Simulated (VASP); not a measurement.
Write the native input for VASP 6.6.1 that does the following.

```
Task                   : relaxation of shape and atoms at fixed volume
Functional             : PBE
Potentials or basis    : VASP PAW PBE potentials, release 64 (Si)
Cutoff                 : 600 eV
k mesh                 : 22 × 22 × 12
Occupations            : gaussian, width 0.05 eV
Spin                   : no spin polarisation
Dipole correction      : no
Further INCAR settings : ALGO = Normal; EDIFF = 1e-06; IBRION = 2; EDIFFG = -0.01; NSW = 60; ISIF = 4
```

The structure of Si lies in POSCAR:

```
Si
1.0
    2.3236131043      0.0000000000      0.0000000000
   -1.1618065522      2.0123079769      0.0000000000
    0.0000000000      0.0000000000      3.9284585760
Si
2
Direct
    0.3333333333      0.6666666667      0.2500000000
    0.6666666667      0.3333333333      0.7500000000
```

This cell differs from its parent crystal: volume scaled by 0.640.

These files were run (other wordings do the same):

INCAR

```
SYSTEM = Si
ALGO = Normal
EDIFF = 1E-6
EDIFFG = -0.01
ENCUT = 600
GGA = PE
IBRION = 2
ISIF = 4
ISMEAR = 0
LASPH = .True.
LCHARG = .False.
LREAL = .False.
LWAVE = .False.
NELM = 60
NSW = 60
PREC = Accurate
SIGMA = 0.05
```

KPOINTS

```
k-points
0
Gamma
  22 22 12
  0 0 0
```

Potentials or basis: VASP PAW PBE potentials, release 64 (Si).

The run is started by

```sh
$ cat potpaw_PBE.64/Si/POTCAR > POTCAR
$ mpirun -np 1 vasp_std > vasp.out
```

It gave:

```yaml
Energy_gained_by_relaxing: 0.0 meV/atom
Ionic_steps: 3
Pressure_after_relaxing: 108.5 GPa
Band_gap_on_the_k_mesh: zero (band 4 reaches 29.84 eV, above the bottom of band 5 at 13.75 eV)
```

Run time: 100 s on 1 thread of AMD EPYC 7R13 Processor (Zen 3), with other jobs on the host, peak memory 0.14 GiB.
